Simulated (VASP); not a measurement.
B, 2 atoms in the cell. The structure is tetragonal, space group I4/mmm (No. 139). The conventional cell has a = 2.240 Å, b = 2.240 Å, c = 5.340 Å, α = 90.00°, β = 90.00°, γ = 90.00°. Within 2.3 Å of B (site symmetry 4mm) lie 9 B at 1.68 to 2.24 Å. The cell was built from a structure type or drawn by symmetry, and may not be a known phase.

| Quantity | Value |
| --- | --- |
| Program | VASP 6.6.1 |
| Task | relaxation of cell and atoms |
| Functional | PBE |
| Potentials or basis | VASP PAW PBE potentials, release 64 (B) |
| Cutoff | 600 eV |
| k mesh | 34 × 34 × 34 |
| Occupations | gaussian, width 0.1 eV |
| Spin | no spin polarisation |
| Dipole correction | no |
| Further INCAR settings | ALGO = Normal; EDIFF = 1e-07; IBRION = 2; EDIFFG = -0.01; NSW = 100; ISIF = 3 |

Potentials or basis: VASP PAW PBE potentials, release 64 (B).

Command:

```console
$ cat potpaw_PBE.64/B/POTCAR > POTCAR
$ mpirun -np 1 vasp_std > vasp.out
```

Hardware: 1 thread of Intel(R) Xeon(R) Platinum 8375C CPU @ 2.90GHz (Ice Lake), on a shared host.

**Question.** Estimate the wall time of this run.

**Answer.** Wall time 9.8 min on 1 thread of Intel(R) Xeon(R) Platinum 8375C CPU @ 2.90GHz (Ice Lake), on a shared host, peak memory 0.42 GiB. Counts: scf iterations 21, k points 2844, ion steps 3.
